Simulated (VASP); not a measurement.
A run of VASP 6.6.1 is set up as follows.

Contents of INCAR:

```
SYSTEM = BaZrO3
PREC = Accurate
ENCUT = 520
EDIFF = 1E-7
ISMEAR = -1
SIGMA = 0.02
LREAL = .FALSE.
LASPH = .TRUE.
NELM = 60
ALGO = Normal
ISIF = 2
LWAVE = .FALSE.
LCHARG = .TRUE.
GGA = PE
LELF = .TRUE.
LVHAR = .TRUE.
NBANDS = 28
```

Contents of KPOINTS:

```
regular mesh
0
G
  6 6 6
  0 0 0
```

File POSCAR:

```
BaZrO3
1.0
    4.0865565000      0.0000000000      0.0000000000
    0.0000000000      4.0865565000      0.0000000000
    0.0000000000      0.0000000000      4.1913400000
Ba Zr O
1 1 3
Direct
    0.0000000000      0.0000000000      0.0000000000
    0.5000000000      0.5000000000      0.5000000000
    0.0000000000      0.5000000000      0.5000000000
    0.5000000000      0.0000000000      0.5000000000
    0.5000000000      0.5000000000      0.0000000000
```

Potentials or basis: VASP PAW PBE potentials, release 64 (Ba_sv, Zr_sv, O).

Command:

```console
$ cat potpaw_PBE.64/Ba_sv/POTCAR potpaw_PBE.64/Zr_sv/POTCAR potpaw_PBE.64/O/POTCAR > POTCAR
$ mpirun -np 1 vasp_std > vasp.out
```

**Question.** What does it give for the pressure?

**Answer.** 15.0 GPa.

**Question.** Predict the band gap on the k mesh.

**Answer.** 3.23 eV, indirect (least direct gap 3.39 eV).

Stress tensor (GPa, compression positive):
```
17.43  0.00  0.00
 0.00 17.43  0.00
 0.00  0.00 10.10
```

Caveat: spin-orbit coupling is left out, which moves the levels of the heavy elements. A k mesh can miss the band edges.
